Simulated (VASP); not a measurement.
Br, 2 atoms in the cell. Symmetry: Immm, No. 71, orthorhombic system. Conventional cell: a = 2.591 Å, b = 3.368 Å, c = 8.930 Å, α = 90.00°, β = 90.00°, γ = 90.00°. Within 3.4 Å of Br (site symmetry mmm) lie 4 Br at 2.59 to 3.37 Å.  This cell differs from its parent crystal: biaxial strain in the a-b plane: -1.0 %.

- Program: VASP 6.6.1
- Task: single point
- Functional: PBE
- Potentials or basis: VASP PAW PBE potentials, release 64 (Br)
- Cutoff: 520 eV
- k mesh: 16 × 12 × 6
- Occupations: gaussian, width 0.1 eV
- Spin: no spin polarisation
- Dipole correction: no
- Further INCAR settings: ALGO = Normal; EDIFF = 1e-07; NBANDS = 14

Potentials or basis: VASP PAW PBE potentials, release 64 (Br).

Run with:

```bash
$ cat potpaw_PBE.64/Br/POTCAR > POTCAR
$ mpirun -np 1 vasp_std > vasp.out
```

Hardware: 1 thread of Intel(R) Xeon(R) Platinum 8375C CPU @ 2.90GHz (Ice Lake) (shared host).

Q: How long does it take, and how much memory?

A: Run time: 2.9 min on 1 thread of Intel(R) Xeon(R) Platinum 8375C CPU @ 2.90GHz (Ice Lake), with other jobs on the host, peak memory 0.34 GiB. Counts: scf iterations 13, k points 252.
